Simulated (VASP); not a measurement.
# GeH2W8C8 in VASP: notebook, part 2 of 2

VASP 6.6.1. The steps go on from the part before.

## (4) Single point, PBE+D3(BJ)

The input, INCAR:

```
SYSTEM = GeH2W8C8
PREC = Accurate
ENCUT = 520
EDIFF = 1E-6
ISMEAR = -1
SIGMA = 0.1
LREAL = .False.
LASPH = .True.
NELM = 120
ALGO = Normal
ISIF = 2
LWAVE = .False.
LCHARG = .False.
GGA = PE
IVDW = 12
NBANDS = 95
GGA_COMPAT = .False.
NELMDL = -8
```

The input, KPOINTS:

```
Automatic mesh
0
Gamma
  3 3 1
  0 0 0
```

The input, POSCAR:

```
GeH2W8C8
1.0
    5.7958000000      0.0000000000      0.0000000000
   -2.8979000000      5.0193100000      0.0000000000
    0.0000000000      0.0000000000     18.2433500000
W C Ge H
8 8 1 2
Direct
    0.0000000000      0.0000000000      0.0548144940
   -0.0544141765     -0.0433326493      0.1755817873
   -0.0000041442      0.5000089654      0.0548144940
    0.0064812555      0.4962435076      0.2089089997
    0.5000000000      0.0000000000      0.0548144940
    0.4796044873     -0.0271949730      0.2024737781
    0.5000131096      0.5000089654      0.0548144940
    0.5333841990      0.5254108632      0.1883097129
    0.3256992846      0.1557983069      0.1200437420
    1.0414412655      0.2926896326      0.4257003237
    0.3330972851      0.6779617119      0.1191502657
    0.3546044669      0.6229740741      0.2750097981
    0.8071512817      0.1591453805      0.1204493692
    0.9280732737      0.3498488836      0.3511087602
    0.8294969496      0.6055413991      0.1227351336
    0.8348136415      0.6661074929      0.2611526940
    1.3723953697      0.3561644927      0.3620552146
    1.1193514669     -0.4543851645      0.4190951771
    3.7989371990      1.4311329645      0.6847316968
```

Potentials or basis: VASP PAW PBE potentials, release 64 (W_sv, C, Ge_d, H).

The run is started by

```
> cat potpaw_PBE.64/W_sv/POTCAR potpaw_PBE.64/C/POTCAR potpaw_PBE.64/Ge_d/POTCAR potpaw_PBE.64/H/POTCAR > POTCAR
> mpirun -np 1 vasp_std > vasp.out
```

OUTCAR:

```text
SYSTEM = GeH2W8C8
   PREC = Accurate
   ENCUT = 520
   EDIFF = 1E-6
   ISMEAR = -1
   LREAL = .False.
   LASPH = .True.
   NELM = 120
   ISIF = 2
   GGA = PE
   IVDW = 12
   NELMDL = -8
 IVDW          = 12

 ion  position               nearest neighbor table
   1  0.000  0.000  0.055-   9 2.02  13 2.14   2 2.22  15 2.34   7 2.90   3 2.90   5 2.90   5 2.90
                             7 2.90   3 2.90
   2  0.946  0.957  0.176-  13 1.99  15 2.04  16 2.15   9 2.16   1 2.22   8 2.46   6 2.79   4 2.93
                             4 3.03   6 3.09   8 3.36   7 3.42
   3  1.000  0.500  0.055-  15 1.87  11 2.04  13 2.09   4 2.81   7 2.90   1 2.90   5 2.90   5 2.90
                             1 2.90   7 2.90
   4  0.006  0.496  0.209-  16 1.96  15 2.14  12 2.14  11 2.32  13 2.35  14 2.70   6 2.75   3 2.81
                             8 2.86   2 2.93   8 3.00   2 3.03   6 3.05
   5  0.500  0.000  0.055-  13 1.95  11 2.00   9 2.04   6 2.70   7 2.90   3 2.90   1 2.90   1 2.90
                             7 2.90   3 2.90
   6  0.480  0.973  0.202-  11 2.12  12 2.22  13 2.23   9 2.26   5 2.70   4 2.75   8 2.77   2 2.79
                             4 3.05   8 3.07   2 3.09
   7  0.500  0.500  0.055-  11 2.09  15 2.09   9 2.10   8 2.44   3 2.90   1 2.90   5 2.90   5 2.90
                             1 2.90   3 2.90   2 3.42
   8  0.533  0.525  0.188-  15 1.95  16 2.01  12 2.12  11 2.18   9 2.24   7 2.44   2 2.46   6 2.77
                             4 2.86   4 3.00   6 3.07   2 3.36
   9  0.326  0.156  0.120-   1 2.02   5 2.04   7 2.10   2 2.16   8 2.24   6 2.26
  10  0.041  0.293  0.426-  18 1.31  14 1.62  17 2.11
  11  0.333  0.678  0.119-   5 2.00   3 2.04   7 2.09   6 2.12   8 2.18   4 2.32
  12  0.355  0.623  0.275-   8 2.12   4 2.14   6 2.22  17 2.25
  13  0.807  0.159  0.120-   5 1.95   2 1.99   3 2.09   1 2.14   6 2.23   4 2.35
  14  0.928  0.350  0.351-  10 1.62   4 2.70
  15  0.829  0.606  0.123-   3 1.87   8 1.95   2 2.04   7 2.09   4 2.14   1 2.34
  16  0.835  0.666  0.261-   4 1.96   8 2.01   2 2.15
  17  0.372  0.356  0.362-  10 2.11  12 2.25
  18  0.119  0.546  0.419-  10 1.31
  19  0.799  0.431  0.685-

  LATTYP: Found a hexagonal cell.
 ALAT       =     5.7958000000
 C/A-ratio  =     3.1476845302

  Lattice vectors:

 A1 = (   5.7958000000,   0.0000000000,   0.0000000000)
 A2 = (  -2.8979000000,   5.0193100000,   0.0000000000)
 A3 = (   0.0000000000,   0.0000000000,  18.2433500000)

Analysis of symmetry for initial positions (statically):
=====================================================================
 Subroutine PRICEL returns:
 Original cell was already a primitive cell.

 Routine SETGRP: Setting up the symmetry group for a
 hexagonal supercell.

 Subroutine GETGRP returns: Found  1 space group operations
 (whereof  1 operations were pure point group operations)
 out of a pool of 24 trial point group operations.

The static configuration has the point symmetry C_1 .

Analysis of symmetry for dynamics (positions and initial velocities):
=====================================================================
 Subroutine PRICEL returns:
 Original cell was already a primitive cell.

 Routine SETGRP: Setting up the symmetry group for a
 hexagonal supercell.

 Subroutine GETGRP returns: Found  1 space group operations
 (whereof  1 operations were pure point group operations)
 out of a pool of 24 trial point group operations.

The dynamic configuration has the point symmetry C_1 .

 Subroutine INISYM returns: Found  1 space group operations
 (whereof  1 operations are pure point group operations),
 and found     1 'primitive' translations
[... 92 lines left out ...]
   number of dos      NEDOS =    301   number of ions     NIONS =     19
   total plane-waves  NPLWV = 322560
   dimension x,y,z NGX =    48 NGY =   48 NGZ =  140
   dimension x,y,z NGXF=    96 NGYF=   96 NGZF=  280
   ions per type =               8   8   1   2
   NGX,Y,Z   is equivalent  to a cutoff of  13.77, 13.77, 12.76 a.u.
   NGXF,Y,Z  is equivalent  to a cutoff of  27.54, 27.54, 25.52 a.u.
 SYSTEM =  GeH2W8C8
   PREC   = accura    normal or accurate (medium, high low for compatibility)
   ISTART =      0    job   : 0-new  1-cont  2-samecut
   ICHARG =      2    charge: 1-file 2-atom 10-const
   ISPIN  =      1    spin polarized calculation?
   LNONCOLLINEAR =      F non collinear calculations
   LSORBIT =      F    spin-orbit coupling
   LASPH  =      T    aspherical Exc in radial PAW
   ENCUT  =  520.0 eV  38.22 Ry    6.18 a.u.  10.78 10.78 33.92*2*pi/ulx,y,z
   NELM   =    120;   NELMIN=  2; NELMDL= -8     # of ELM steps
   EDIFF  = 0.1E-05   stopping-criterion for ELM
   LREAL  =      F    real-space projection
   EDIFFG = 0.1E-04   stopping-criterion for IOM
   NSW    =      0    number of steps for IOM
   IBRION =     -1    ionic relax: 0-MD 1-quasi-New 2-CG
   NFREE  =      0    steps in history (QN), initial steepest desc. (CG)
   ISIF   =      2    stress and relaxation
   ISYM   =      2    0-nonsym 1-usesym 2-fastsym
   POTIM  = 0.5000    time-step for ionic-motion
   TEBEG  =    0.0;   TEEND  =   0.0 temperature during run
   PSTRESS=    0.0 pullay stress
   NELECT =     160.0000    total number of electrons
   NUPDOWN=      -1.0000    fix difference up-down
   EMIN   =  10.00;   EMAX   =-10.00  energy-range for DOS
   EFERMI =   0.00;   METHOD = LEGACY
   ISMEAR =    -1;   SIGMA  =   0.10  broadening in eV -4-tet -1-fermi 0-gaus
   EFERMI_NEDOS =   21; number of points for ismear=-14 and -15
   IALGO  =     38    algorithm
   IMIX   =      4    mixing-type and parameters
     AMIX     =   0.40;   BMIX     =  1.00
     AMIX_MAG =   1.60;   BMIX_MAG =  1.00
  volume/ion in A,a.u.               =      27.93       188.50
  Fermi-wavevector in a.u.,A,eV,Ry     =   1.097727  2.074402 16.395068  1.205004
  Thomas-Fermi vector in A             =   2.234092
   LORBIT       =      0    0 simple, 1 ext, 2 COOP (PROOUT), +10 PAW based schemes
   GGA     = PE    functional components
   LHFCALC =     F    Hartree Fock is set to
   AEXX    =    0.0000 exact exchange contribution
   IVDW    =    12    specifies the selected vdW correction
   LEPSILON=     F    determine dielectric tensor
   LRPA    =     F    only Hartree local field effects (RPA)
 non-spin polarized calculation
  energy-cutoff  :      520.00
  volume of cell :      530.72
 maximum number of plane-waves:     14299
 NGX is ok and might be reduce to    48
   NGX = 21   NGY = 21   NGZ = 67

 number of electron     159.9999989 magnetization

 Free energy of the ion-electron system (eV)
  ---------------------------------------------------
  ext. energy  EPLUGINS =         0.00000000
  ---------------------------------------------------
  free energy    TOTEN  =      -159.66258725 eV

  energy without entropy =     -159.17778983  energy(sigma->0) =     -159.42018854

 E-fermi :   0.3846     XC(G=0):  -6.5506

 val. band max:        0.3669511113   @ k =  -0.3333   0.3333   0.0000
 cond. band min:       0.3929135314   @ k =   0.3333   0.3333   0.0000
 fundamental gap:      0.0259624201
 Fermi energy:         0.3846077608

 k-point     1 :       0.0000    0.0000    0.0000
  band No.  band energies     occupation
      1     -73.9798      2.00000
      2     -73.8586      2.00000
      3     -73.7152      2.00000
      4     -73.5793      2.00000
      5     -73.5504      2.00000
      6     -73.4861      2.00000
[... 464 lines left out ...]
     91       2.4323      0.00000
     92       2.5358      0.00000
 [bands above 92 left out]

------------------------ aborting loop because EDIFF is reached ----------------------------------------

 Edisp (eV)   -4.95062

 E8    (eV) :    -2.3416

  FORCE on cell =-STRESS in cart. coord.  units (eV):
  Direction    XX          YY          ZZ          XY          YZ          ZX
  --------------------------------------------------------------------------------------
  -------------------------------------------------------------------------------------
  Total      18.63178     9.90200    38.17300     3.54895     3.22845    -9.84996
  in kB      56.24746    29.89313   115.24042    10.71392     9.74636   -29.73602
  external pressure =       67.13 kB  Pullay stress =        0.00 kB

 VOLUME and BASIS-vectors are now :
 -----------------------------------------------------------------------------
  energy-cutoff  :      520.00
  volume of cell :      530.72
      direct lattice vectors                 reciprocal lattice vectors
     5.795800000  0.000000000  0.000000000     0.172538735  0.099615286  0.000000000
    -2.897900000  5.019310000  0.000000000     0.000000000  0.199230572  0.000000000
     0.000000000  0.000000000 18.243350000     0.000000000  0.000000000  0.054814494

 POSITION                                       TOTAL-FORCE (eV/Angst)
 -----------------------------------------------------------------------------------
      0.00000      0.00000      1.00000         0.287067      0.207635     -9.875340
      2.70810      4.80181      3.20320         3.149772      2.549644     10.703764
      4.34680      2.50970      1.00000         2.088712     -1.016799     -4.629767
     -1.40050      2.49080      3.81120        -0.256340     -1.520115      2.246954
      2.89790      0.00000      1.00000        -1.222440     -0.006200     -4.647644
     -0.03940      4.88281      3.69380        -0.037877      0.814449      1.784786
[... 11 lines left out ...]
     -0.88940      2.73861      7.64570         0.289033     -1.665316      0.278498
      3.38110      2.16399     12.49180         0.000309      0.000007      0.002710
 -----------------------------------------------------------------------------------
    total drift:                               -0.000578      0.000953     -0.001691

  FREE ENERGIE OF THE ION-ELECTRON SYSTEM (eV)
  ---------------------------------------------------
  free  energy   TOTEN  =      -164.6132047460 eV

  energy  without entropy=     -164.1284073330  energy(sigma->0) =     -164.37080604
```

It took 7.1 min on 1 thread of AMD EPYC 9R45 (Zen 5), shared host; peak memory 0.74 GiB.

Results:

* Free energy: -164.6132 eV
* Largest force: 11.445 eV/Å
* Band gap on the k mesh: zero (bands 80 and 81 overlap by 0.12 eV)
* Dispersion energy per atom: -0.261 eV

Forces on the atoms (eV/Å):
```
W    0.287  0.208 -9.875
W    3.150  2.550 10.704
W    2.089 -1.017 -4.630
W   -0.256 -1.520  2.247
W   -1.222 -0.006 -4.648
W   -0.038  0.814  1.785
W   -0.091 -0.237 -5.522
W   -3.454 -5.896  7.619
C    0.965  0.391  2.011
C   -3.679  2.807 -5.683
C   -0.319 -0.835  1.715
C   -0.854  0.816 -0.243
C   -0.052  1.873  1.413
C    3.158 -1.530  3.990
C   -0.430  1.749 -0.661
C    0.529  0.642  0.740
Ge  -0.070  0.856 -1.243
H    0.289 -1.665  0.278
H    0.000  0.000  0.003
```

Caveat: the k points lie up to 0.42 Å⁻¹ apart; spin-orbit coupling is left out, which moves the levels of the heavy elements.

## (5) The runs side by side

| cell | gap on the mesh (eV) | largest force (eV/Å) |
| --- | --- | --- |
| as given, atomic positions A | none | 13.44 |
| as given, atomic positions B | none | 10.41 |
| as given, atomic positions C | none | 11.45 |

Alike in all rows: task single point; level PBE+D3(BJ); potentials or basis VASP PAW PBE potentials, release 64 (W_sv, C, Ge_d, H); no spin polarisation; k mesh 3 × 3 × 1; cutoff (eV) 520; smearing fermi-dirac 0.1 eV.

Caveats: all runs use coarse meshes; spin-orbit coupling is left out, which moves the levels of the heavy elements.

Total energies depend on the potentials used, so only differences within one code and one set of settings carry meaning.
